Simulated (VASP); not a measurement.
SiC, 2 atoms in the cell. The structure is cubic, space group Fm-3m (No. 225). Conventional cell: a = 4.176 Å, b = 4.176 Å, c = 4.176 Å, α = 90.00°, β = 90.00°, γ = 90.00°. C (site symmetry m-3m) has 6 Si at 2.09 Å within 2.8 Å. Within 2.8 Å of Si (site symmetry m-3m) lie 6 C at 2.09 Å. 

* Program: VASP 6.6.1
* Task: single point
* Functional: PBEsol
* Potentials or basis: VASP PAW PBE potentials, release 64 (C, Si)
* Cutoff: 520 eV
* k mesh: 18 × 18 × 18
* Occupations: gaussian, width 0.05 eV
* Spin: no spin polarisation
* Dipole correction: no
* Further INCAR settings: ALGO = Normal; EDIFF = 1e-07; NBANDS = 11

Potentials or basis: VASP PAW PBE potentials, release 64 (C, Si).

The run is started by

```console
$ cat potpaw_PBE.64/C/POTCAR potpaw_PBE.64/Si/POTCAR > POTCAR
$ mpirun -np 1 vasp_std > vasp.out
```

Hardware: 1 thread of Intel Xeon 8259CL, on a shared host.

Question: How long does it take, and how much memory?

Answer: Run time: 47 s on 1 thread of Intel Xeon 8259CL (shared host), peak memory 0.16 GiB. Counts: scf iterations 13, k points 195.
